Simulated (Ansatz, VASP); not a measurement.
One calculation of CaSe, two programs

File INCAR:

```
SYSTEM = CaSe
  PREC = Accurate
  ENCUT = 520
  EDIFF = 1E-6
  ISMEAR = -1
  SIGMA = 0.02
  LREAL = .False.
  LASPH = .True.
  NELM = 80
  ALGO = Normal
  ISIF = 2
  LWAVE = .False.
  LCHARG = .False.
  GGA = PE
  NBANDS = 15
```

Contents of KPOINTS:

```
regular mesh
0
Gamma
  8 8 8
  0 0 0
```

File POSCAR:

```
CaSe
1.0
    3.4534091514      0.0000000000      0.0000000000
    0.0000000000      3.6347849189      0.0000000000
    0.0000000000      0.0000000000      3.6347849189
Ca Se
1 1
Direct
    0.0000000000      0.0000000000      0.0000000000
    0.5000000000      0.5000000000      0.5000000000
```

Input for Ansatz:

```yaml
crystal:
  lattice:
    - [3.4534091514, 0.0, 0.0]
    - [0.0, 3.6347849189, 0.0]
    - [0.0, 0.0, 3.6347849189]
  atoms:
    - { symbol: Ca, position: [0.0, 0.0, 0.0] }
    - { symbol: Se, position: [0.5, 0.5, 0.5] }
kpoints:
  mp_grid: { grid: [8, 8, 8] }
  band_path:
    path:
      - [0.0, 0.0, 0.0]
      - [0.0, 0.5, 0.0]
      - [0.5, 0.5, 0.0]
      - [0.5, 0.5, 0.5]
      - [0.0, 0.5, 0.5]
    npoints: 1
hamiltonian:
  xc: pbe
scf:
  occupations: { method: fermi_dirac, width: 0.02 }
  n_extra_bands: 4
output:
  forces: true
  stress: true
  eigenvalues: true
```

Change from the starting cell: uniaxial_x strain -5.0%.

Alike in both runs: task single point; functional PBE; k mesh 8 × 8 × 8; occupations fermi-dirac, width 0.02 eV; no spin polarisation.

|  | VASP | Ansatz |
| --- | --- | --- |
| version | VASP 6.6.1 | Ansatz 0.2.0 |
| potentials or method | VASP PAW PBE potentials, release 64 (Ca_sv, Se) | plane waves, PAW |
| plane-wave cutoff (eV) | 520 | 420 |
| valence electrons in the cell | 16 | 26 |

```tsv
	VASP	Ansatz	Ansatz less VASP
pressure (GPa)	3.9	3.7	-0.21
traceless stress, the component that is largest in VASP (GPa)	5.88	5.88	+0.005
```

VASP's potentials hold 16 valence electrons a cell and Ansatz's 26, so a difference there can come from the potentials and not from the codes.
